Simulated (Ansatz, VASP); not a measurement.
Two plane-wave programs on In3Se

File INCAR:

```
PREC     = Accurate       # precision mode
ENCUT    = 520            # plane-wave cutoff, eV
EDIFF    = 1E-6           # SCF threshold, eV
ISMEAR   = 0              # smearing method
SIGMA    = 0.1            # smearing width, eV
LREAL    = False          # projectors in reciprocal space
LASPH    = True           # aspherical terms in the spheres
NELM     = 80             # most SCF steps
ALGO     = Normal         # electronic algorithm
ISIF     = 2              # what is computed and relaxed
LWAVE    = False          # write WAVECAR
LCHARG   = True           # write CHGCAR
GGA      = PE             # functional
LELF     = True           # ELF
LVHAR    = True         
NBANDS   = 30             # bands
```

The input KPOINTS:

```
Automatic mesh
0
Gamma
  4 4 4
```

File POSCAR:

```
In3Se
1.0
    4.3991924800      0.0000000000      0.0000000000
    0.0000000000      4.3991924800      0.0000000000
    0.0000000000      0.0000000000      5.1577101500
In Se
3 1
Direct
    0.5000000000      0.0000000000      0.4887736300
    0.0000000000      0.5000000000      0.4887736300
    0.0000000000      0.0000000000      0.3695424000
    0.5000000000      0.5000000000      0.3187552900
```

Input for Ansatz:

```yaml
crystal:
  lattice:
    - [4.39919248, 0.0, 0.0]
    - [0.0, 4.39919248, 0.0]
    - [0.0, 0.0, 5.15771015]
  atoms:
    - { symbol: In, position: [0.5, 0.0, 0.48877363] }
    - { symbol: In, position: [0.0, 0.5, 0.48877363] }
    - { symbol: In, position: [0.0, 0.0, 0.3695424] }
    - { symbol: Se, position: [0.5, 0.5, 0.31875529] }
basis:
  ecutwfc: 420
kpoints:
  mp_grid: { grid: [4, 4, 4] }
hamiltonian:
  xc: pbe
scf:
  occupations: { method: gaussian, width: 0.1 }
  lower_state_search: "off"
output:
  forces: true
  stress: true
  eigenvalues: true
```

Alike in both runs: task single point; functional PBE; k mesh 4 × 4 × 4; occupations gaussian, width 0.1 eV; no spin polarisation.

```csv
,VASP,Ansatz
version,VASP 6.6.1,Ansatz 0.2.0
potentials or method,"VASP PAW PBE potentials, release 64 (In_d, Se), cutoff 520 eV","scalar-relativistic, plane waves, PAW"
valence electrons in the cell,45,55
```

VASP gave:

```
gap on the k mesh at the Fermi level (eV) : none
rms of the force components (eV/Å)        : 3.844
```

Q: Which values does Ansatz return?

A: gap on the k mesh at the Fermi level (eV): none; rms of the force components (eV/Å): 3.833.

Atom by atom the forces differ by 0.011 eV/Å (rms over components). A gap of «none» marks a metal or a gap that the smearing closes. VASP's potentials hold 45 valence electrons a cell and Ansatz's 55, so a difference there can come from the potentials and not from the codes.
